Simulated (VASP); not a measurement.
The system is WC (Qusongite).

```
W C
1.0
     2.92575    0.00000    0.00000
    -1.46287    2.53377    0.00000
     0.00000    0.00000    2.85539
W C
1 1
Direct
  0.00000 0.00000 0.00000
  0.66667 0.33333 0.50000
```

Base run:

- Program: VASP 6.6.1
- Functional: r2SCAN
- Potentials or basis: VASP PAW PBE potentials, release 64 (W_sv, C_h)
- Cutoff: 910 eV
- k mesh: 10 × 10 × 9
- Occupations: fermi-dirac, width 0.05 eV
- Spin: no spin polarisation

Its results: band gap on the k mesh zero (band 9 reaches 11.70 eV, above the bottom of band 10 at 10.51 eV); pressure -4.8 GPa.

Problem. The run is repeated on the same cell with these changes: functional from r2SCAN to LDA; potentials or basis from VASP PAW PBE potentials, release 64 (W_sv, C_h) to VASP PAW LDA potentials, release 64 (W_sv, C); cutoff from 910 eV to 520 eV. What comes out?

Solution. Band gap on the k mesh zero (band 9 reaches 11.34 eV, above the bottom of band 10 at 10.15 eV); pressure -14.8 GPa.

Caveats: spin-orbit coupling is left out, which moves the levels of the heavy elements; the cutoff is under 1.25 times the usual one of these potentials, so pressure, stress and relaxed cells hold a basis-set (Pulay) error (some runs); the PAW data sets were made with another functional, which shifts forces and pressure a little (some runs).
